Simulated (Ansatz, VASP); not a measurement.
**One calculation of TiC, two programs**

Contents of INCAR:

```
SYSTEM = TiC
PREC     = Accurate       ! precision mode
ENCUT    = 520            ! plane-wave cutoff, eV
EDIFF    = 1E-7           ! SCF threshold, eV
ISMEAR   = 0              ! smearing method
SIGMA    = 0.1            ! smearing width, eV
LREAL    = .FALSE.        ! projectors in reciprocal space
LASPH    = .TRUE.         ! aspherical terms in the spheres
NELM     = 100            ! most SCF steps
ALGO     = Normal         ! electronic algorithm
ISIF     = 2              ! what is computed and relaxed
LWAVE    = .FALSE.        ! write WAVECAR
LCHARG   = .FALSE.        ! write CHGCAR
GGA      = PE             ! functional
NBANDS   = 15             ! bands
```

KPOINTS

```
regular mesh
0
G
  16 16 16
  0 0 0
```

POSCAR

```
TiC
1.0
    0.0000000000      2.2176455600      2.2176455600
    2.2176455600      0.0000000000      2.2176455600
    2.2176455600      2.2176455600      0.0000000000
Ti C
1 1
Direct
    0.0000000000      0.0000000000      0.0000000000
    0.5000000000      0.5000000000      0.5000000000
```

Input for Ansatz:

```yaml
crystal:
  lattice:
    - [0.0, 2.21764556, 2.21764556]
    - [2.21764556, 0.0, 2.21764556]
    - [2.21764556, 2.21764556, 0.0]
  atoms:
    - { symbol: Ti, position: [0.0, 0.0, 0.0] }
    - { symbol: C, position: [0.5, 0.5, 0.5] }
basis:
  ecutwfc: 420
kpoints:
  mp_grid: { grid: [16, 16, 16] }
hamiltonian:
  xc: pbe
scf:
  occupations: { method: gaussian, width: 0.1 }
output:
  forces: true
  stress: true
  eigenvalues: true
```

Alike in both runs: task single point; functional PBE; k mesh 16 × 16 × 16; occupations gaussian, width 0.1 eV; no spin polarisation.

|  | VASP | Ansatz |
| --- | --- | --- |
| version | VASP 6.6.1 | Ansatz 0.2.0 |
| potentials or method | VASP PAW PBE potentials, release 64 (Ti_sv, C), cutoff 520 eV | scalar-relativistic, plane waves, PAW |
| valence electrons in the cell | 16 | 16 |

Ansatz gave:

* gap on the k mesh at the Fermi level (eV): none
* pressure (GPa): -15.2

Problem. Which values does VASP return?

Solution. gap on the k mesh at the Fermi level (eV): none; pressure (GPa): -15.0.

A gap of «none» marks a metal or a gap that the smearing closes.
